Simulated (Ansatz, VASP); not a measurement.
## One calculation of Sc3B2N, two programs

```xyz
6
Lattice="5.3151 0.0000 0.0000 -2.6576 4.6030 0.0000 0.0000 0.0000 7.2810" Properties=species:S:1:pos:R:3 pbc="T T T"
Sc    0.0000    3.0687    0.0000
Sc    2.6576    1.5343    0.0000
Sc    0.0000    0.0000    0.0000
B     0.0000    0.0000    4.9642
B     0.0000    0.0000    2.3168
N     0.0000    0.0000    3.6405
```

Alike in both runs: task relaxation of cell and atoms; functional PBE; k mesh 6 × 6 × 4; occupations gaussian, width 0.1 eV; no spin polarisation.

|  | VASP | Ansatz |
| --- | --- | --- |
| version | VASP 6.6.1 | Ansatz 0.2.0 |
| potentials or method | VASP PAW PBE potentials, release 64 (Sc_sv, B, N), cutoff 600 eV | scalar-relativistic, plane waves, PAW |
| valence electrons in the cell | 44 | 44 |

VASP gave:

```
gap on the k mesh at the Fermi level, each at its own relaxed structure (eV) : none
relaxed volume (Å³/atom)                                                     : 29.59
relaxed cell length with the largest relative difference (Å)                 : 5.304
```

Q: What did Ansatz give for the same quantities?

A: gap on the k mesh at the Fermi level, each at its own relaxed structure (eV): none; relaxed volume (Å³/atom): 29.69; relaxed cell length with the largest relative difference (Å): 5.315.

A gap of «none» marks a metal or a gap that the smearing closes.
